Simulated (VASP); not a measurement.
# NaH (R-3m) in VASP: further runs

NaH is run at these levels: PBEsol; tasks: single point.

Program: VASP 6.6.1. These are calculated values, not measurements. Logs are shortened: lines on timing, memory, paths and dates and some standing lists are left out, and cuts for length are marked.

## 1. The cell of the first run

It takes space group R-3m (No. 166, trigonal). Conventional cell: a = 3.462 Å, b = 3.462 Å, c = 8.396 Å, α = 90.00°, β = 90.00°, γ = 120.00°. Na (site symmetry -3m) has 6 H at 2.44 Å within 3.2 Å. Within 3.2 Å of H (site symmetry -3m) lie 6 Na at 2.44 Å.

## 2. Single point, PBEsol

Contents of INCAR:

```
  PREC = Accurate
  ENCUT = 500
  EDIFF = 1E-6
  ISMEAR = -1
  SIGMA = 0.02
  LREAL = False
  LASPH = True
  NELM = 120
  ALGO = Normal
  ISIF = 2
  LWAVE = False
  LCHARG = True
  GGA = PS
  LELF = True
  LVHAR = True
  NBANDS = 11
  GGA_COMPAT = False
```

Contents of KPOINTS:

```
Automatic mesh
0
Gamma
  7 7 7
```

Contents of POSCAR:

```
NaH
1.0
   -0.0162666667      2.4318666667      2.4318666667
    2.4318666667     -0.0162666667      2.4318666667
    2.4318666667      2.4318666667     -0.0162666667
Na H
1 1
Direct
    0.0000000000      0.0000000000      0.0000000000
    0.5000000000      0.5000000000      0.5000000000
```

Potentials or basis: VASP PAW PBE potentials, release 64 (Na_pv, H).

The run is started by

```bash
cat potpaw_PBE.64/Na_pv/POTCAR potpaw_PBE.64/H/POTCAR > POTCAR
mpirun -np 1 vasp_std > vasp.out
```

OUTCAR:

```text
PREC = Accurate
   ENCUT = 500
   EDIFF = 1E-6
   ISMEAR = -1
   LREAL = False
   LASPH = True
   NELM = 120
   ISIF = 2
   GGA = PS

 ion  position               nearest neighbor table
   1  0.000  0.000  0.000-
   2  0.500  0.500  0.500-

  LATTYP: Found a trigonal (rhomboedric) cell.
 ALAT       =     3.4392172908
 COS(alpha) =     0.4933000011

  Lattice vectors:

 A1 = (  -0.0162666667,   2.4318666667,   2.4318666667)
 A2 = (   2.4318666667,  -0.0162666667,   2.4318666667)
 A3 = (   2.4318666667,   2.4318666667,  -0.0162666667)

Analysis of symmetry for initial positions (statically):
=====================================================================
 Subroutine PRICEL returns:
 Original cell was already a primitive cell.

 Routine SETGRP: Setting up the symmetry group for a
 trigonal (rhombohedral) supercell.

 Subroutine GETGRP returns: Found 12 space group operations
 (whereof 12 operations were pure point group operations)
 out of a pool of 12 trial point group operations.

The static configuration has the point symmetry D_3d.

Analysis of symmetry for dynamics (positions and initial velocities):
=====================================================================
 Subroutine PRICEL returns:
 Original cell was already a primitive cell.

 Routine SETGRP: Setting up the symmetry group for a
 trigonal (rhombohedral) supercell.

 Subroutine GETGRP returns: Found 12 space group operations
 (whereof 12 operations were pure point group operations)
 out of a pool of 12 trial point group operations.

The dynamic configuration has the point symmetry D_3d.

 Subroutine INISYM returns: Found 12 space group operations
 (whereof 12 operations are pure point group operations),
 and found     1 'primitive' translations

----------------------------------------------------------------------------------------

                                     Primitive cell

  volume of cell :      29.0526

  direct lattice vectors                    reciprocal lattice vectors
    -0.016266667  2.431866667  2.431866667    -0.203551882  0.204922602  0.204922602
     2.431866667 -0.016266667  2.431866667     0.204922602 -0.203551882  0.204922602
     2.431866667  2.431866667 -0.016266667     0.204922602  0.204922602 -0.203551882

  length of vectors
     3.439217291  3.439217291  3.439217291     0.354146741  0.354146741  0.354146741

  position of ions in fractional coordinates (direct lattice)
     0.000000000  0.000000000  0.000000000
     0.500000000  0.500000000  0.500000000

  ion indices of the primitive-cell ions
   primitive index   ion index
                 1           1
                 2           2

----------------------------------------------------------------------------------------

 KPOINTS: Automatic mesh

Automatic generation of k-mesh.
 Grid dimensions read from file:
 generate k-points for:    7    7    7

 Generating k-lattice:

  Cartesian coordinates                     Fractional coordinates (reciprocal lattice)
    -0.029078840  0.029274657  0.029274657     0.142857143  0.000000000 -0.000000000
     0.029274657 -0.029078840  0.029274657     0.000000000  0.142857143 -0.000000000
     0.029274657  0.029274657 -0.029078840     0.000000000  0.000000000  0.142857143

  Length of vectors
     0.050592392  0.050592392  0.050592392

  Shift w.r.t. Gamma in fractional coordinates (k-lattice)
     0.000000000  0.000000000  0.000000000

 Subroutine IBZKPT returns following result:
 ===========================================

 Found     44 irreducible k-points:

 Following reciprocal coordinates:
            Coordinates               Weight
  0.000000  0.000000  0.000000      1.000000
  0.142857 -0.000000 -0.000000      6.000000
  0.285714  0.000000 -0.000000      6.000000
  0.428571  0.000000  0.000000      6.000000
  0.142857  0.142857 -0.000000      6.000000
  0.285714  0.142857 -0.000000     12.000000
[... 16 lines left out ...]
  0.285714  0.285714  0.142857      6.000000
  0.428571  0.285714  0.142857     12.000000
 [... further k-points ...]
   k-points           NKPTS =     44   k-points in BZ     NKDIM =     44   number of bands    NBANDS=     11
   number of dos      NEDOS =    301   number of ions     NIONS =      2
   total plane-waves  NPLWV =  21952
   dimension x,y,z NGX =    28 NGY =   28 NGZ =   28
   dimension x,y,z NGXF=    56 NGYF=   56 NGZF=   56
   ions per type =               1   1
   NGX,Y,Z   is equivalent  to a cutoff of  13.53, 13.53, 13.53 a.u.
   NGXF,Y,Z  is equivalent  to a cutoff of  27.07, 27.07, 27.07 a.u.
 SYSTEM =  unknown system
   PREC   = accura    normal or accurate (medium, high low for compatibility)
   ISTART =      0    job   : 0-new  1-cont  2-samecut
   ICHARG =      2    charge: 1-file 2-atom 10-const
   ISPIN  =      1    spin polarized calculation?
   LNONCOLLINEAR =      F non collinear calculations
   LSORBIT =      F    spin-orbit coupling
   LASPH  =      T    aspherical Exc in radial PAW
   ENCUT  =  500.0 eV  36.75 Ry    6.06 a.u.   6.27  6.27  6.27*2*pi/ulx,y,z
   NELM   =    120;   NELMIN=  2; NELMDL= -5     # of ELM steps
   EDIFF  = 0.1E-05   stopping-criterion for ELM
   LREAL  =      F    real-space projection
   EDIFFG = 0.1E-04   stopping-criterion for IOM
   NSW    =      0    number of steps for IOM
   IBRION =     -1    ionic relax: 0-MD 1-quasi-New 2-CG
   NFREE  =      0    steps in history (QN), initial steepest desc. (CG)
   ISIF   =      2    stress and relaxation
   ISYM   =      2    0-nonsym 1-usesym 2-fastsym
   POTIM  = 0.5000    time-step for ionic-motion
   TEBEG  =    0.0;   TEEND  =   0.0 temperature during run
   PSTRESS=    0.0 pullay stress
   NELECT =       8.0000    total number of electrons
   NUPDOWN=      -1.0000    fix difference up-down
   EMIN   =  10.00;   EMAX   =-10.00  energy-range for DOS
   EFERMI =   0.00;   METHOD = LEGACY
   ISMEAR =    -1;   SIGMA  =   0.02  broadening in eV -4-tet -1-fermi 0-gaus
   EFERMI_NEDOS =   21; number of points for ismear=-14 and -15
   IALGO  =     38    algorithm
   IMIX   =      4    mixing-type and parameters
     AMIX     =   0.40;   BMIX     =  1.00
     AMIX_MAG =   1.60;   BMIX_MAG =  1.00
  volume/ion in A,a.u.               =      14.53        98.03
  Fermi-wavevector in a.u.,A,eV,Ry     =   1.065066  2.012683 15.433980  1.134365
  Thomas-Fermi vector in A             =   2.200605
   LORBIT       =      0    0 simple, 1 ext, 2 COOP (PROOUT), +10 PAW based schemes
   GGA     = PS    functional components
   LHFCALC =     F    Hartree Fock is set to
   AEXX    =    0.0000 exact exchange contribution
   IVDW    =     0    specifies the selected vdW correction
   LEPSILON=     F    determine dielectric tensor
   LRPA    =     F    only Hartree local field effects (RPA)
 non-spin polarized calculation
  energy-cutoff  :      500.00
  volume of cell :       29.05
 maximum number of plane-waves:       751
 NGX is ok and might be reduce to    28
   NGX = 13   NGY = 13   NGZ = 13

 number of electron       8.0000008 magnetization

 Free energy of the ion-electron system (eV)
  ---------------------------------------------------
  ext. energy  EPLUGINS =         0.00000000
  ---------------------------------------------------
  free energy    TOTEN  =        -5.08010990 eV

  energy without entropy =       -5.08010990  energy(sigma->0) =       -5.08010990

 E-fermi :  -0.7171     XC(G=0):  -7.7905

 val. band max:       -1.2647060144   @ k =  -0.2857   0.4286   0.2857
 cond. band min:       2.7018751120   @ k =  -0.4286   0.1429   0.1429
 fundamental gap:      3.9665811264
 Fermi energy:        -0.7170772505

 k-point     1 :       0.0000    0.0000    0.0000
  band No.  band energies     occupation
      1     -23.2358      2.00000
      2     -23.2342      2.00000
      3     -23.2342      2.00000
      4      -4.8248      2.00000
      5       8.9731      0.00000
      6      13.9207      0.00000
      7      13.9207      0.00000
      8      14.1560      0.00000
      9      14.7993      0.00000
     10      14.7993      0.00000
     11      15.0046      0.00000

 k-point     2 :       0.1429   -0.0000   -0.0000
  band No.  band energies     occupation
      1     -23.2510      2.00000
      2     -23.2376      2.00000
      3     -23.2361      2.00000
      4      -4.4813      2.00000
      5       7.8135      0.00000
      6      11.0989      0.00000
      7      13.0229      0.00000
      8      13.2087      0.00000
      9      15.9185      0.00000
     10      15.9823      0.00000
     11      16.2021      0.00000

 k-point     3 :       0.2857    0.0000   -0.0000
  band No.  band energies     occupation
      1     -23.2877      2.00000
      2     -23.2422      2.00000
      3     -23.2403      2.00000
      4      -3.5229      2.00000
      5       5.0460      0.00000
      6       9.7732      0.00000
      7      12.2474      0.00000
      8      12.4004      0.00000
      9      15.5288      0.00000
     10      15.6135      0.00000
     11      17.2881      0.00000

 k-point     4 :       0.4286    0.0000    0.0000
  band No.  band energies     occupation
      1     -23.3168      2.00000
      2     -23.2458      2.00000
      3     -23.2437      2.00000
      4      -2.3355      2.00000
      5       2.7174      0.00000
      6       9.3197      0.00000
      7      11.8778      0.00000
      8      12.0059      0.00000
      9      14.7813      0.00000
     10      14.8898      0.00000
     11      17.2930      0.00000
[... 239 lines left out ...]
 k-point    22 :      -0.1429    0.1429    0.1429
  band No.  band energies     occupation
      1     -23.2762      2.00000
      2     -23.2464      2.00000
      3     -23.2451      2.00000
      4      -3.6250      2.00000
      5       5.9490      0.00000
      6       9.0188      0.00000
      7      10.9144      0.00000
      8      12.9984      0.00000
      9      14.3338      0.00000
     10      16.8162      0.00000
     11      18.2419      0.00000

 k-point    23 :       0.2857    0.2857    0.1429
  band No.  band energies     occupation
      1     -23.2797      2.00000
      2     -23.2456      2.00000
      3     -23.2442      2.00000
      4      -3.6067      2.00000
      5       6.0116      0.00000
      6       9.0502      0.00000
      7      10.8924      0.00000
      8      12.8852      0.00000
      9      14.1983      0.00000
     10      16.5909      0.00000
     11      18.1299      0.00000

 k-point    24 :       0.4286    0.2857    0.1429
  band No.  band energies     occupation
      1     -23.2943      2.00000
      2     -23.2604      2.00000
      3     -23.2475      2.00000
      4      -2.7541      2.00000
      5       4.9128      0.00000
      6       7.0599      0.00000
      7      10.0271      0.00000
      8      13.5878      0.00000
      9      13.7291      0.00000
     10      16.2596      0.00000
     11      19.3306      0.00000

 [... further k-points ...]

------------------------ aborting loop because EDIFF is reached ----------------------------------------

  FORCE on cell =-STRESS in cart. coord.  units (eV):
  Direction    XX          YY          ZZ          XY          YZ          ZX
  --------------------------------------------------------------------------------------
  -------------------------------------------------------------------------------------
  Total       -0.2267842     -0.2267842     -0.2267842      0.0255697      0.0255697      0.0255697
  in kB      -12.5065754    -12.5065754    -12.5065754      1.4101018      1.4101018      1.4101018
  external PRESSURE =     -12.5065754 kB  Pullay stress =       0.0000000 kB

 VOLUME and BASIS-vectors are now :
 -----------------------------------------------------------------------------
  energy-cutoff  :      500.00
  volume of cell :       29.05
      direct lattice vectors                 reciprocal lattice vectors
    -0.016266667  2.431866667  2.431866667    -0.203551882  0.204922602  0.204922602
     2.431866667 -0.016266667  2.431866667     0.204922602 -0.203551882  0.204922602
     2.431866667  2.431866667 -0.016266667     0.204922602  0.204922602 -0.203551882

 POSITION                                       TOTAL-FORCE (eV/Angst)
 -----------------------------------------------------------------------------------
      0.00000      0.00000      0.00000         0.000000      0.000000      0.000000
      2.42373      2.42373      2.42373        -0.000000     -0.000000      0.000000
 -----------------------------------------------------------------------------------
    total drift:                               -0.000000     -0.000000     -0.000000

  FREE ENERGIE OF THE ION-ELECTRON SYSTEM (eV)
  ---------------------------------------------------
  free  energy   TOTEN  =        -5.0801099035 eV

  energy  without entropy=       -5.0801099035  energy(sigma->0) =       -5.08010990
```

Wall time 18 s (1 thread of Intel Xeon Platinum 8259CL at 2.50GHz (Skylake/Cascade Lake), shared host); peak memory 0.15 GiB.

What came out:

| Item | Value |
| --- | --- |
| Free energy | -5.0801 eV |
| Pressure | -1.3 GPa |
| Band gap on the k mesh | 3.97 eV (least direct gap 4.63 eV) |

Levels at points of the mesh, in eV from the valence-band top:
| k point | band 2 | band 3 | band 4 | band 5 | band 6 | band 7 |
| --- | --- | --- | --- | --- | --- | --- |
| (0.00, 0.00, 0.00) | -21.97 | -21.97 | -3.56 | 10.24 | 15.19 | 15.19 |

Caveat: the PAW data sets were made with another functional, which shifts forces and pressure a little; an odd mesh through Γ misses points on the zone boundary, where band edges can lie. PBEsol gaps usually lie below the measured ones, often by a third to a half.

## 3. Single point, PBEsol

Contents of INCAR:

```
PREC     = Accurate       # precision mode
ENCUT    = 500            # plane-wave cutoff, eV
EDIFF    = 1E-6           # SCF threshold, eV
ISMEAR   = -1             # smearing method
SIGMA    = 0.02           # smearing width, eV
LREAL    = F              # projectors in reciprocal space
LASPH    = T              # aspherical terms in the spheres
NELM     = 120            # most SCF steps
ALGO     = Normal         # electronic algorithm
ISIF     = 2              # what is computed and relaxed
LWAVE    = F              # write WAVECAR
LCHARG   = F              # write CHGCAR
GGA      = PS             # functional
NBANDS   = 11             # bands
GGA_COMPAT= F
```

KPOINTS is that of step 2.

Contents of POSCAR:

```
NaH
1.0
   -0.0081333333      2.4359333333      2.4359333333
    2.4359333333     -0.0081333333      2.4359333333
    2.4359333333      2.4359333333     -0.0081333333
Na H
1 1
Direct
    0.0000000000      0.0000000000      0.0000000000
    0.5000000000      0.5000000000      0.5000000000
```

Potentials or basis: VASP PAW PBE potentials, release 64 (Na_pv, H).

The run is started by

```bash
cat potpaw_PBE.64/Na_pv/POTCAR potpaw_PBE.64/H/POTCAR > POTCAR
mpirun -np 1 vasp_std > vasp.out
```

Wall time 24 s (1 thread of Intel Xeon Platinum 8259CL at 2.50GHz (Skylake/Cascade Lake), shared host); peak memory 0.15 GiB.

Results (log left out):

| Item | Value |
| --- | --- |
| Free energy | -5.0803 eV |
| Pressure | -1.2 GPa |
| Band gap on the k mesh | 3.98 eV (least direct gap 4.63 eV) |

Stress tensor (GPa, compression positive):
```
-1.23  0.07  0.07
 0.07 -1.23  0.07
 0.07  0.07 -1.23
```

Levels at points of the mesh, in eV from the valence-band top:
```csv
k point,band 1,band 2,band 3,band 4,band 5,band 6,band 7,band 8
"(0.00, 0.00, 0.00)",-21.97,-21.97,-21.97,-3.56,10.24,15.23,15.23,15.34
```

Caveat: the PAW data sets were made with another functional, which shifts forces and pressure a little; an odd mesh through Γ misses points on the zone boundary, where band edges can lie.

(Continued in part 2 of 2.)
